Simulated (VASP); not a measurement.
Runs of VASP 6.6.1 on ScNb. The structure is that of space group P-6m2 (No. 187), or close to it. The cells are those of the table. 

```csv
task,cell,cutoff (eV),gap on the mesh (eV),pressure (GPa)
relaxation of cell and atoms,"relaxed to 5 GPa from a = 3.066, b = 3.066, c = 5.072 Å, angles 90.0, 90.0, 120.0°, 2 atoms",600,none,5.0
relaxation of cell and atoms,"relaxed from a = 3.066, b = 3.066, c = 5.072 Å, angles 90.0, 90.0, 120.0°, 2 atoms",600,none,0.0
single point,"a = 2.942, b = 2.942, c = 4.871 Å, angles 90.0, 90.0, 120.0°, 2 atoms",520,none,10.0
single point,"a = 3.008, b = 3.008, c = 4.968 Å, angles 90.0, 90.0, 120.0°, 2 atoms",520,none,(a)
relaxation of cell and atoms,"relaxed to 2 GPa from a = 3.066, b = 3.066, c = 5.072 Å, angles 90.0, 90.0, 120.0°, 2 atoms",600,none,1.9
```

Alike in all rows: level PBEsol; potentials or basis VASP PAW PBE potentials, release 64 (Nb_sv, Sc_sv); no spin polarisation; k mesh 10 × 10 × 5; smearing fermi-dirac 0.05 eV.

Problem. Estimate the missing entries.

Solution. (a) 2.0.

Caveats: the PAW data sets were made with another functional, which shifts forces and pressure a little; the cell is relaxed towards a set pressure, so the run minimises the enthalpy, not the energy (at least some runs); the cell stands under pressure (at least some runs).

A k mesh can miss the band edges, and the runs leave out spin-orbit coupling on Nb.

A gap of «none» marks levels without a gap at the run's occupations.
